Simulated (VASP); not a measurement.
## Mg: single point with PBE+D3(BJ)

Crystal: Mg.

```
Mg
1.0
     3.20930    0.00000    0.00000
    -1.60465    2.77934    0.00000
     0.00000    0.00000    5.21030
Mg
2
Direct
  0.67394 0.34484 0.75398
  0.34047 0.67776 0.25396
```

This cell differs from its parent crystal: atoms moved at random.

```yaml
Program: VASP 6.6.1
Task: single point
Functional: PBE
Dispersion: D3(BJ)
Potentials_or_basis: VASP PAW PBE potentials, release 64 (Mg)
Cutoff: 520 eV
k_mesh: 7 × 7 × 4
Occupations: methfessel-paxton, width 0.1 eV
Spin: no spin polarisation
```

* Pressure: -2.3 GPa
* Band gap on the k mesh: zero (band 2 reaches 3.35 eV, above the bottom of band 3 at 1.33 eV)
* Dispersion energy per atom: -0.280 eV

Stress tensor (GPa, compression positive):
```
-3.33  0.00  0.00
 0.00 -3.33  0.00
 0.00  0.00 -0.24
```

Levels at points of the mesh, in eV from the Fermi level:
```csv
k point,band 1,band 2,band 3,band 4,band 5,band 6,band 7
"(0.00, 0.00, 0.00)",-6.84,-1.62,-1.21,10.91,10.91,10.99,10.99
"(0.00, 0.00, 0.50)",-5.46,-5.46,5.03,5.03,11.65,11.65,11.65
```

Wall time 23 s on 1 thread of AMD EPYC 7R43 64-Core Processor (Zen 3), with other jobs on the host, peak memory 0.16 GiB.

Caveat: the cell differs from its parent crystal (atoms moved at random); three body term missing; pairwise dispersion overbinds metals, which lowers pressure and volume.
